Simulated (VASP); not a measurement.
A run of VASP 6.6.1:

File INCAR:

```
ALGO = Normal ; EDIFF = 1E-8
ENCUT = 520 ; GGA = PE
IBRION = 8 ; ISIF = 2
ISMEAR = 0 ; LASPH = True
LCHARG = False ; LREAL = False
LWAVE = False ; NBANDS = 16
NELM = 80 ; NSW = 1
PREC = Accurate ; SIGMA = 0.05
```

File KPOINTS:

```
k-points
0
Gamma
  12 12 6
```

POSCAR

```
SiC
1.0
    3.0917664073      0.0000000000      0.0000000000
   -1.5458832036      2.6775482513      0.0000000000
    0.0000000000      0.0000000000      5.0740211774
Si C
2 2
Direct
    0.3333333333      0.6666666667      0.0045635313
    0.6666666667      0.3333333333      0.5045635313
    0.3333333333      0.6666666667      0.3804364687
    0.6666666667      0.3333333333      0.8804364687
```

Potentials or basis: VASP PAW PBE potentials, release 64 (Si, C).

Launch:

```sh
$ cat potpaw_PBE.64/Si/POTCAR potpaw_PBE.64/C/POTCAR > POTCAR
$ mpirun -np 1 vasp_std > vasp.out
```

Hardware: 1 thread of Intel(R) Xeon(R) Platinum 8559C (Emerald Rapids), on a shared host.

Problem. How long does it take, and how much memory?

Solution. Run time: 5.7 min on 1 thread of Intel(R) Xeon(R) Platinum 8559C (Emerald Rapids), on a shared host, peak memory 0.63 GiB. Counts: scf iterations 66, k points 76.
